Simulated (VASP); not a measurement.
# Cs (Pnma) in VASP: notebook

Cs is run at these levels: r2SCAN; tasks: single point.

Everything below comes from runs of VASP 6.6.1. Logs are shortened: lines on timing, memory, paths and dates and some standing lists are left out, and cuts for length are marked.

## 1. The cell of the first run

Symmetry: Pnma, No. 62, orthorhombic system. Conventional cell: a = 10.367 Å, b = 8.238 Å, c = 5.444 Å, α = 90.00°, β = 90.00°, γ = 90.00°.

## 2. Single point, r2SCAN

POSCAR reads:

```
Cs
1.0
   10.3671850000      0.0000000000      0.0000000000
    0.0000000000      8.2377410000      0.0000000000
    0.0000000000      0.0000000000      5.4439640000
Cs
4
Direct
    0.1318870000      0.7500000000      0.8392310000
    0.6318870000      0.7500000000      0.6607690000
    0.8681130000      0.2500000000      0.1607690000
    0.3681130000      0.2500000000      0.3392310000
```

INCAR.step1 reads:

```
PREC = Accurate
ENCUT = 520
ISMEAR = 1
SIGMA = 0.3
LREAL = False
LASPH = True
NELM = 100
NBANDS = 26
GGA = PE
ALGO = Normal
EDIFF = 1E-4
LWAVE = True
LCHARG = False
```

INCAR.step2 reads:

```
PREC = Accurate
ENCUT = 520
EDIFF = 1E-7
ISMEAR = 1
SIGMA = 0.3
LREAL = False
LASPH = True
NELM = 100
ALGO = Normal
ISIF = 2
LWAVE = False
LCHARG = False
METAGGA = R2SCAN
LMIXTAU = True
NBANDS = 26
ISTART = 1
```

KPOINTS reads:

```
regular mesh
0
Gamma
  3 3 4
```

Potentials or basis: VASP PAW PBE potentials, release 64 (Cs_sv).

On the command line:

```sh
> cat potpaw_PBE.64/Cs_sv/POTCAR > POTCAR
> cp INCAR.step1 INCAR
> mpirun -np 1 vasp_std > vasp.out
> cp INCAR.step2 INCAR
> mpirun -np 1 vasp_std > vasp.out
```

OUTCAR:

```text
PREC = Accurate
   ENCUT = 520
   EDIFF = 1E-7
   ISMEAR = 1
   LREAL = False
   LASPH = True
   NELM = 100
   ISIF = 2
   METAGGA = R2SCAN
   ISTART = 1

 ion  position               nearest neighbor table
   1  0.132  0.750  0.839-
   2  0.632  0.750  0.661-
   3  0.868  0.250  0.161-
   4  0.368  0.250  0.339-

  LATTYP: Found a simple orthorhombic cell.
 ALAT       =     5.4439640000
 B/A-ratio  =     1.5131880005
 C/A-ratio  =     1.9043448855

  Lattice vectors:

 A1 = (   0.0000000000,   0.0000000000,  -5.4439640000)
 A2 = (   0.0000000000,   8.2377410000,   0.0000000000)
 A3 = (  10.3671850000,   0.0000000000,   0.0000000000)

Analysis of symmetry for initial positions (statically):
=====================================================================
 Subroutine PRICEL returns:
 Original cell was already a primitive cell.

 Routine SETGRP: Setting up the symmetry group for a
 simple orthorhombic supercell.

 Subroutine GETGRP returns: Found  8 space group operations
 (whereof  2 operations were pure point group operations)
 out of a pool of  8 trial point group operations.

The static configuration has the point symmetry S_2 .
 The point group associated with its full space group is D_2h.

Analysis of symmetry for dynamics (positions and initial velocities):
=====================================================================
 Subroutine PRICEL returns:
 Original cell was already a primitive cell.

 Routine SETGRP: Setting up the symmetry group for a
 simple orthorhombic supercell.

 Subroutine GETGRP returns: Found  8 space group operations
 (whereof  2 operations were pure point group operations)
 out of a pool of  8 trial point group operations.

The dynamic configuration has the point symmetry S_2 .
 The point group associated with its full space group is D_2h.

 Subroutine INISYM returns: Found  8 space group operations
 (whereof  2 operations are pure point group operations),
 and found     1 'primitive' translations

----------------------------------------------------------------------------------------

                                     Primitive cell

  volume of cell :     464.9264
[... 74 lines left out ...]
   ISPIN  =      1    spin polarized calculation?
   LNONCOLLINEAR =      F non collinear calculations
   LSORBIT =      F    spin-orbit coupling
   LASPH  =      T    aspherical Exc in radial PAW
   ENCUT  =  520.0 eV  38.22 Ry    6.18 a.u.  19.28 15.32 10.12*2*pi/ulx,y,z
   NELM   =    100;   NELMIN=  2; NELMDL=  0     # of ELM steps
   EDIFF  = 0.1E-06   stopping-criterion for ELM
   LREAL  =      F    real-space projection
   EDIFFG = 0.1E-05   stopping-criterion for IOM
   NSW    =      0    number of steps for IOM
   IBRION =     -1    ionic relax: 0-MD 1-quasi-New 2-CG
   NFREE  =      0    steps in history (QN), initial steepest desc. (CG)
   ISIF   =      2    stress and relaxation
   ISYM   =      2    0-nonsym 1-usesym 2-fastsym
   POTIM  = 0.5000    time-step for ionic-motion
   TEBEG  =    0.0;   TEEND  =   0.0 temperature during run
   PSTRESS=    0.0 pullay stress
   NELECT =      36.0000    total number of electrons
   NUPDOWN=      -1.0000    fix difference up-down
   EMIN   =  10.00;   EMAX   =-10.00  energy-range for DOS
   EFERMI =   0.00;   METHOD = LEGACY
   ISMEAR =     1;   SIGMA  =   0.30  broadening in eV -4-tet -1-fermi 0-gaus
   EFERMI_NEDOS =   21; number of points for ismear=-14 and -15
   IALGO  =     38    algorithm
   IMIX   =      4    mixing-type and parameters
     AMIX     =   0.40;   BMIX     =  1.00
     AMIX_MAG =   1.60;   BMIX_MAG =  1.00
  volume/ion in A,a.u.               =     116.23       784.37
  Fermi-wavevector in a.u.,A,eV,Ry     =   0.697773  1.318600  6.624505  0.486887
  Thomas-Fermi vector in A             =   1.781193
   LORBIT       =      0    0 simple, 1 ext, 2 COOP (PROOUT), +10 PAW based schemes
   METAGGA = R2SCAN    functional components
   LHFCALC =     F    Hartree Fock is set to
   AEXX    =    0.0000 exact exchange contribution
   IVDW    =     0    specifies the selected vdW correction
   LEPSILON=     F    determine dielectric tensor
   LRPA    =     F    only Hartree local field effects (RPA)
 non-spin polarized calculation
 Methfessel and Paxton  Order N= 1 SIGMA  =   0.30
  energy-cutoff  :      520.00
  volume of cell :      464.93
 maximum number of plane-waves:     12548
 NGX is ok and might be reduce to    80
   NGX = 39   NGY = 31   NGZ = 21

 number of electron      36.0000003 magnetization

 Free energy of the ion-electron system (eV)
  ---------------------------------------------------
  ext. energy  EPLUGINS =         0.00000000
  ---------------------------------------------------
  free energy    TOTEN  =       -99.99265563 eV

  energy without entropy =      -99.96974363  energy(sigma->0) =      -99.98501830

 E-fermi :   0.5331     XC(G=0):  -5.6056

 val. band max:        0.5097264050   @ k =   0.3333   0.3333   0.2500
 cond. band min:       0.5652125350   @ k =   0.0000   0.3333   0.0000
 fundamental gap:      0.0554861301
 Fermi energy:         0.5330796917

 k-point     1 :       0.0000    0.0000    0.0000
  band No.  band energies     occupation
      1     -24.2900      2.00000
      2     -24.2825      2.00000
      3     -24.2822      2.00000
      4     -24.2819      2.00000
      5     -10.7943      2.00000
      6     -10.7800      2.00000
[... 337 lines left out ...]
     25       2.1232     -0.00000
     26       2.1232     -0.00000

------------------------ aborting loop because EDIFF is reached ----------------------------------------

  FORCE on cell =-STRESS in cart. coord.  units (eV):
  Direction    XX          YY          ZZ          XY          YZ          ZX
  --------------------------------------------------------------------------------------
  -------------------------------------------------------------------------------------
  Total        0.3805449      0.6615515      0.2011224      0.0000000     -0.0000000      0.0000000
  in kB        1.3113911      2.2797645      0.6930854      0.0000000     -0.0000000      0.0000000
  external PRESSURE =       1.4280803 kB  Pullay stress =       0.0000000 kB

 VOLUME and BASIS-vectors are now :
 -----------------------------------------------------------------------------
  energy-cutoff  :      520.00
  volume of cell :      464.93
      direct lattice vectors                 reciprocal lattice vectors
    10.367185000  0.000000000  0.000000000     0.096458200  0.000000000  0.000000000
     0.000000000  8.237741000  0.000000000     0.000000000  0.121392503  0.000000000
     0.000000000  0.000000000  5.443964000     0.000000000  0.000000000  0.183689679

 POSITION                                       TOTAL-FORCE (eV/Angst)
 -----------------------------------------------------------------------------------
      1.36730      6.17831      4.56874        -0.002812      0.000000     -0.008356
      6.55089      6.17831      3.59720        -0.002812      0.000000      0.008356
      8.99989      2.05944      0.87522         0.002812     -0.000000      0.008356
      3.81630      2.05944      1.84676         0.002812     -0.000000     -0.008356
 -----------------------------------------------------------------------------------
    total drift:                                0.000000     -0.000000     -0.000000

  FREE ENERGIE OF THE ION-ELECTRON SYSTEM (eV)
  ---------------------------------------------------
  free  energy   TOTEN  =       -99.9926556350 eV

  energy  without entropy=      -99.9697436262  energy(sigma->0) =      -99.98501830
```

It took 26 min on 1 thread of Intel Xeon 8259CL, shared host; peak memory 0.57 GiB.

Results:

```yaml
Free_energy: -99.9927 eV
Pressure: 0.1 GPa
Largest_force: 0.009 eV/Å
Band_gap_on_the_k_mesh: zero (bands 18 and 19 overlap by 0.52 eV)
```

Forces on the atoms (eV/Å):
```
Cs  -0.003  0.000 -0.008
Cs  -0.003  0.000  0.008
Cs   0.003  0.000  0.008
Cs   0.003  0.000 -0.008
```

Stress tensor (GPa, compression positive):
```
0.13 0.00 0.00
0.00 0.23 0.00
0.00 0.00 0.07
```

Levels at points of the mesh, in eV from the Fermi level:
| k point | band 15 | band 16 | band 17 | band 18 | band 19 | band 20 | band 21 | band 22 |
| --- | --- | --- | --- | --- | --- | --- | --- | --- |
| (0.00, 0.00, 0.00) | -11.19 | -11.19 | -1.78 | -0.09 | -0.04 | 0.18 | 1.06 | 1.18 |
| (0.00, 0.00, 0.50) | -11.20 | -11.20 | -0.20 | -0.20 | 0.38 | 0.38 | 0.99 | 0.99 |

Caveat: so wide a smearing shifts energies and pressures; the PAW data sets were made with another functional, which shifts forces and pressure a little; spin-orbit coupling is left out, which moves the levels of the heavy elements.

## 3. Single point, r2SCAN

POSCAR is that of step 2.

INCAR.step1 reads:

```
SYSTEM = Cs
ALGO = Normal ; EDIFF = 1E-4
ENCUT = 520 ; GGA = PE
ISMEAR = 1 ; LASPH = .True.
LCHARG = .False. ; LREAL = .False.
LWAVE = .True. ; NBANDS = 26
NELM = 100 ; PREC = Accurate
SIGMA = 0.2
```

INCAR.step2 reads:

```
SYSTEM = Cs
ALGO = Normal ; EDIFF = 1E-6
ENCUT = 520 ; ISIF = 2
ISMEAR = 1 ; ISTART = 1
LASPH = .True. ; LCHARG = .False.
LMIXTAU = .True. ; LREAL = .False.
LWAVE = .False. ; METAGGA = R2SCAN
NBANDS = 26 ; NELM = 100
PREC = Accurate ; SIGMA = 0.2
```

KPOINTS reads:

```
k-points
0
Gamma
  3 3 4
  0 0 0
```

Potentials or basis: VASP PAW PBE potentials, release 64 (Cs_sv).

On the command line:

```sh
> cat potpaw_PBE.64/Cs_sv/POTCAR > POTCAR
> cp INCAR.step1 INCAR
> mpirun -np 1 vasp_std > vasp.out
> cp INCAR.step2 INCAR
> mpirun -np 1 vasp_std > vasp.out
```

OUTCAR:

```text
SYSTEM = Cs
   EDIFF = 1E-6
   ENCUT = 520
   ISIF = 2
   ISMEAR = 1
   ISTART = 1
   LASPH = .True.
   LREAL = .False.
   METAGGA = R2SCAN
   NELM = 100
   PREC = Accurate

 ion  position               nearest neighbor table
   1  0.132  0.750  0.839-
   2  0.632  0.750  0.661-
   3  0.868  0.250  0.161-
   4  0.368  0.250  0.339-

  LATTYP: Found a simple orthorhombic cell.
 ALAT       =     5.4439640000
 B/A-ratio  =     1.5131880005
 C/A-ratio  =     1.9043448855

  Lattice vectors:

 A1 = (   0.0000000000,   0.0000000000,  -5.4439640000)
 A2 = (   0.0000000000,   8.2377410000,   0.0000000000)
 A3 = (  10.3671850000,   0.0000000000,   0.0000000000)

Analysis of symmetry for initial positions (statically):
=====================================================================
 Subroutine PRICEL returns:
 Original cell was already a primitive cell.

 Routine SETGRP: Setting up the symmetry group for a
 simple orthorhombic supercell.

 Subroutine GETGRP returns: Found  8 space group operations
 (whereof  2 operations were pure point group operations)
 out of a pool of  8 trial point group operations.

The static configuration has the point symmetry S_2 .
 The point group associated with its full space group is D_2h.

Analysis of symmetry for dynamics (positions and initial velocities):
=====================================================================
 Subroutine PRICEL returns:
 Original cell was already a primitive cell.

 Routine SETGRP: Setting up the symmetry group for a
 simple orthorhombic supercell.

 Subroutine GETGRP returns: Found  8 space group operations
 (whereof  2 operations were pure point group operations)
 out of a pool of  8 trial point group operations.

The dynamic configuration has the point symmetry S_2 .
 The point group associated with its full space group is D_2h.

 Subroutine INISYM returns: Found  8 space group operations
 (whereof  2 operations are pure point group operations),
 and found     1 'primitive' translations

----------------------------------------------------------------------------------------

                                     Primitive cell

  volume of cell :     464.9264

  direct lattice vectors                    reciprocal lattice vectors
    10.367185000  0.000000000  0.000000000     0.096458200  0.000000000  0.000000000
     0.000000000  8.237741000  0.000000000     0.000000000  0.121392503  0.000000000
     0.000000000  0.000000000  5.443964000     0.000000000  0.000000000  0.183689679

  length of vectors
    10.367185000  8.237741000  5.443964000     0.096458200  0.121392503  0.183689679

  position of ions in fractional coordinates (direct lattice)
     0.131887000  0.750000000  0.839231000
     0.631887000  0.750000000  0.660769000
     0.868113000  0.250000000  0.160769000
     0.368113000  0.250000000  0.339231000

  ion indices of the primitive-cell ions
   primitive index   ion index
                 1           1
                 2           2
                 3           3
                 4           4

[... 25 lines left out ...]

 Following reciprocal coordinates:
            Coordinates               Weight
  0.000000  0.000000  0.000000      1.000000
  0.333333  0.000000  0.000000      2.000000
  0.000000  0.333333  0.000000      2.000000
  0.333333  0.333333  0.000000      4.000000
  0.000000  0.000000  0.250000      2.000000
  0.333333  0.000000  0.250000      4.000000
  0.000000  0.333333  0.250000      4.000000
  0.333333  0.333333  0.250000      8.000000
  0.000000  0.000000  0.500000      1.000000
  0.333333  0.000000  0.500000      2.000000
  0.000000  0.333333  0.500000      2.000000
  0.333333  0.333333  0.500000      4.000000
   k-points           NKPTS =     12   k-points in BZ     NKDIM =     12   number of bands    NBANDS=     26
   number of dos      NEDOS =    301   number of ions     NIONS =      4
   total plane-waves  NPLWV = 204800
   dimension x,y,z NGX =    80 NGY =   64 NGZ =   40
   dimension x,y,z NGXF=   160 NGYF=  128 NGZF=   80
   ions per type =               4
   NGX,Y,Z   is equivalent  to a cutoff of  12.83, 12.92, 12.22 a.u.
   NGXF,Y,Z  is equivalent  to a cutoff of  25.66, 25.83, 24.43 a.u.
 SYSTEM =  Cs
   PREC   = accura    normal or accurate (medium, high low for compatibility)
   ISTART =      1    job   : 0-new  1-cont  2-samecut
   ICHARG =      0    charge: 1-file 2-atom 10-const
   ISPIN  =      1    spin polarized calculation?
   LNONCOLLINEAR =      F non collinear calculations
   LSORBIT =      F    spin-orbit coupling
   LASPH  =      T    aspherical Exc in radial PAW
   ENCUT  =  520.0 eV  38.22 Ry    6.18 a.u.  19.28 15.32 10.12*2*pi/ulx,y,z
   NELM   =    100;   NELMIN=  2; NELMDL=  0     # of ELM steps
   EDIFF  = 0.1E-05   stopping-criterion for ELM
   LREAL  =      F    real-space projection
   EDIFFG = 0.1E-04   stopping-criterion for IOM
   NSW    =      0    number of steps for IOM
   IBRION =     -1    ionic relax: 0-MD 1-quasi-New 2-CG
   NFREE  =      0    steps in history (QN), initial steepest desc. (CG)
   ISIF   =      2    stress and relaxation
   ISYM   =      2    0-nonsym 1-usesym 2-fastsym
   POTIM  = 0.5000    time-step for ionic-motion
   TEBEG  =    0.0;   TEEND  =   0.0 temperature during run
   PSTRESS=    0.0 pullay stress
   NELECT =      36.0000    total number of electrons
   NUPDOWN=      -1.0000    fix difference up-down
   EMIN   =  10.00;   EMAX   =-10.00  energy-range for DOS
   EFERMI =   0.00;   METHOD = LEGACY
   ISMEAR =     1;   SIGMA  =   0.20  broadening in eV -4-tet -1-fermi 0-gaus
   EFERMI_NEDOS =   21; number of points for ismear=-14 and -15
   IALGO  =     38    algorithm
   IMIX   =      4    mixing-type and parameters
     AMIX     =   0.40;   BMIX     =  1.00
     AMIX_MAG =   1.60;   BMIX_MAG =  1.00
  volume/ion in A,a.u.               =     116.23       784.37
  Fermi-wavevector in a.u.,A,eV,Ry     =   0.697773  1.318600  6.624505  0.486887
  Thomas-Fermi vector in A             =   1.781193
   LORBIT       =      0    0 simple, 1 ext, 2 COOP (PROOUT), +10 PAW based schemes
   METAGGA = R2SCAN    functional components
   LHFCALC =     F    Hartree Fock is set to
   AEXX    =    0.0000 exact exchange contribution
   IVDW    =     0    specifies the selected vdW correction
   LEPSILON=     F    determine dielectric tensor
   LRPA    =     F    only Hartree local field effects (RPA)
 non-spin polarized calculation
 Methfessel and Paxton  Order N= 1 SIGMA  =   0.20
  energy-cutoff  :      520.00
  volume of cell :      464.93
 maximum number of plane-waves:     12548
 NGX is ok and might be reduce to    80
   NGX = 39   NGY = 31   NGZ = 21

 number of electron      36.0000003 magnetization

 Free energy of the ion-electron system (eV)
  ---------------------------------------------------
  ext. energy  EPLUGINS =         0.00000000
  ---------------------------------------------------
  free energy    TOTEN  =       -99.98525027 eV

  energy without entropy =      -99.96987636  energy(sigma->0) =      -99.98012563

 E-fermi :   0.5330     XC(G=0):  -5.6056

 val. band max:        0.5094746082   @ k =   0.3333   0.3333   0.2500
 cond. band min:       0.5651247438   @ k =   0.0000   0.3333   0.0000
 fundamental gap:      0.0556501356
 Fermi energy:         0.5329650239

 k-point     1 :       0.0000    0.0000    0.0000
  band No.  band energies     occupation
      1     -24.2902      2.00000
      2     -24.2826      2.00000
      3     -24.2824      2.00000
      4     -24.2820      2.00000
      5     -10.7944      2.00000
      6     -10.7798      2.00000
[... 337 lines left out ...]
     25       2.1231     -0.00000
     26       2.1231     -0.00000

------------------------ aborting loop because EDIFF is reached ----------------------------------------

  FORCE on cell =-STRESS in cart. coord.  units (eV):
  Direction    XX          YY          ZZ          XY          YZ          ZX
  --------------------------------------------------------------------------------------
  -------------------------------------------------------------------------------------
  Total        0.3406631      0.6933744      0.2427924      0.0000000      0.0000000      0.0000000
  in kB        1.1739550      2.3894293      0.8366839      0.0000000      0.0000000      0.0000000
  external PRESSURE =       1.4666894 kB  Pullay stress =       0.0000000 kB

 VOLUME and BASIS-vectors are now :
 -----------------------------------------------------------------------------
  energy-cutoff  :      520.00
  volume of cell :      464.93
      direct lattice vectors                 reciprocal lattice vectors
    10.367185000  0.000000000  0.000000000     0.096458200  0.000000000  0.000000000
     0.000000000  8.237741000  0.000000000     0.000000000  0.121392503  0.000000000
     0.000000000  0.000000000  5.443964000     0.000000000  0.000000000  0.183689679

 POSITION                                       TOTAL-FORCE (eV/Angst)
 -----------------------------------------------------------------------------------
      1.36730      6.17831      4.56874        -0.003001     -0.000000     -0.007952
      6.55089      6.17831      3.59720        -0.003001     -0.000000      0.007952
      8.99989      2.05944      0.87522         0.003001     -0.000000      0.007952
      3.81630      2.05944      1.84676         0.003001      0.000000     -0.007952
 -----------------------------------------------------------------------------------
    total drift:                                0.000000     -0.000000     -0.000000

  FREE ENERGIE OF THE ION-ELECTRON SYSTEM (eV)
  ---------------------------------------------------
  free  energy   TOTEN  =       -99.9852502666 eV

  energy  without entropy=      -99.9698763601  energy(sigma->0) =      -99.98012563
```

It took 22 min on 1 thread of Intel Xeon 8259CL, shared host; peak memory 0.56 GiB.

Results:

- Free energy: -99.9853 eV
- Pressure: 0.1 GPa
- Largest force: 0.008 eV/Å
- Band gap on the k mesh: zero (bands 18 and 19 overlap by 0.52 eV)

Forces in eV/Å, atoms in the order of the input:
```
Cs  -0.003  0.000 -0.008
Cs  -0.003  0.000  0.008
Cs   0.003  0.000  0.008
Cs   0.003  0.000 -0.008
```

Caveat: the PAW data sets were made with another functional, which shifts forces and pressure a little; spin-orbit coupling is left out, which moves the levels of the heavy elements.
